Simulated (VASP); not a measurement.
Here is a VASP 6.6.1 calculation.

Contents of INCAR:

```
ALGO = Normal
EDIFF = 1E-6
ENCUT = 820
GGA = PE
GGA_COMPAT = F
ISIF = 2
ISMEAR = 0
LASPH = T
LCHARG = F
LREAL = F
LWAVE = F
NBANDS = 26
NELM = 120
PREC = Accurate
SIGMA = 0.15
```

Contents of KPOINTS:

```
k-points
0
Gamma
  20 20 12
```

POSCAR

```
Cu
1.0
   -1.4732621048      1.4732621048      1.3819816208
    1.4732621048     -1.4732621048      1.3819816208
    2.9465242096      2.9465242096      0.0000000000
Cu
2
Direct
    0.0473414960     -0.1638408745      0.0000000000
    0.4526585040      0.6638408745      0.5000000000
```

Potentials or basis: VASP PAW PBE potentials, release 64 (Cu_sv_GW).

Command:

```console
$ cat potpaw_PBE.64/Cu_sv_GW/POTCAR > POTCAR
$ mpirun -np 1 vasp_std > vasp.out
```

Q: What does it give for the band gap on the k mesh?

A: Zero (bands 19 and 20 overlap by 5.67 eV).

Q: Predict the pressure.

A: 1.7 GPa.

Q: Estimate the largest force.

A: 0.388 eV/Å.

Stress tensor (GPa, compression positive):
```
 6.32 -0.22 -2.65
-0.22  6.32  2.65
-2.65  2.65 -7.58
```

Caveat: the cell differs from its parent crystal (atoms displaced along several vibrational modes); the stress differs along the axes, from -8 to 6 GPa.
